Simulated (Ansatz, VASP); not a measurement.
Hg: VASP beside Ansatz

```xyz
4
Lattice="3.3375 0.0000 0.0000 -1.6687 2.8904 0.0000 0.0000 0.0000 10.9853" Properties=species:S:1:pos:R:3 pbc="T T T"
Hg    0.0000    0.0000    0.0000
Hg    0.0000    1.9269    2.7463
Hg    0.0000    0.0000    5.4927
Hg    1.6687    0.9635    8.2390
```

Change from the starting cell: strain +0.0375 x Voigt [0, 0, 1, 0, 0, 0], atoms carried along.

Alike in both runs: task single point; functional PBE; dispersion D3(BJ); k mesh 18 × 18 × 6; occupations gaussian, width 0.15 eV; no spin polarisation.

```csv
,VASP,Ansatz
version,VASP 6.6.1,Ansatz 0.2.0
potentials or method,"VASP PAW PBE potentials, release 64 (Hg), cutoff 520 eV","scalar-relativistic, plane waves, PAW"
valence electrons in the cell,48,80
```

VASP gave:

```
gap on the k mesh at the Fermi level (eV)                     : none
pressure (GPa)                                                : -0.5
traceless stress, the component that is largest in VASP (GPa) : -0.40
```

Estimate Ansatz's values.

gap on the k mesh at the Fermi level (eV): none; pressure (GPa): -0.6; traceless stress, the component that is largest in VASP (GPa): -0.39.

A gap of «none» marks a metal or a gap that the smearing closes. VASP's potentials hold 48 valence electrons a cell and Ansatz's 80, so a difference there can come from the potentials and not from the codes.

Neither program's run includes spin-orbit coupling.
